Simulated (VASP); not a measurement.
## ZrC: relaxation of cell and atoms with PBEsol

Crystal: ZrC.

```
Zr C
1.0
     3.39148    0.00000    0.00000
    -1.69574    2.93710    0.00000
     0.00000    0.00000    5.29005
Zr C
2 2
Direct
  0.33333 0.66667 0.25000
  0.66667 0.33333 0.75000
  0.00000 0.00000 0.00000
  0.00000 0.00000 0.50000
```

| Property | Result |
| --- | --- |
| Program | VASP 6.6.1 |
| Task | relaxation of cell and atoms |
| Functional | PBEsol |
| Potentials or basis | VASP PAW PBE potentials, release 64 (Zr_sv, C) |
| Cutoff | 600 eV |
| k mesh | 15 × 15 × 8 |
| Occupations | fermi-dirac, width 0.05 eV |
| Spin | no spin polarisation |
| Dipole correction | no |
| Further INCAR settings | ALGO = Normal; EDIFF = 1e-07; IBRION = 2; EDIFFG = -0.02; NSW = 80; ISIF = 3 |

```yaml
Relaxed_volume: 12.72 Å³/atom
Relaxed_cell: a = 3.352 Å, b = 3.352 Å, c = 5.228 Å, α = 90.00°, β = 90.00°, γ = 120.00°
Space_group_after_relaxing_to_0.05_Å: P6_3/mmc (No. 194)
Energy_gained_by_relaxing: 11.2 meV/atom
Ionic_steps: 4
Pressure_after_relaxing: 0.0 GPa
Band_gap_on_the_k_mesh: zero (band 16 reaches 10.96 eV, above the bottom of band 17 at 9.64 eV)
```

Stress tensor (GPa, compression positive):
```
 0.13  0.00  0.00
 0.00  0.13  0.00
 0.00  0.00 -0.18
```

Step by step:
```
step  energy change (eV)  largest force (eV/Å)  pressure (GPa)  volume (Å³)
   1              0.0000                0.0000           -7.63        52.69
   2              0.0813                0.0000           15.00        48.05
   3             -0.0447                0.0000           -0.13        50.91
   4             -0.0447                0.0000            0.03        50.87
```

Final structure:
```
Zr C
1.0
     3.35186    0.00000    0.00000
    -1.67593    2.90280    0.00000
     0.00000    0.00000    5.22827
Zr C
2 2
Direct
  0.33333 0.66667 0.25000
  0.66667 0.33333 0.75000
  0.00000 0.00000 0.00000
  0.00000 0.00000 0.50000
```

Levels at points of the mesh, in eV from the Fermi level:
```csv
k point,band 14,band 15,band 16,band 17,band 18,band 19
"(0.00, 0.00, 0.00)",-1.28,-1.28,0.79,1.11,1.11,1.54
"(0.00, 0.00, 0.50)",-2.66,-2.66,-2.66,3.38,3.38,3.38
```

Run time: 16 min on 1 thread of AMD EPYC 7R13, on a shared host, peak memory 0.27 GiB.

Caveat: the PAW data sets were made with another functional, which shifts forces and pressure a little.
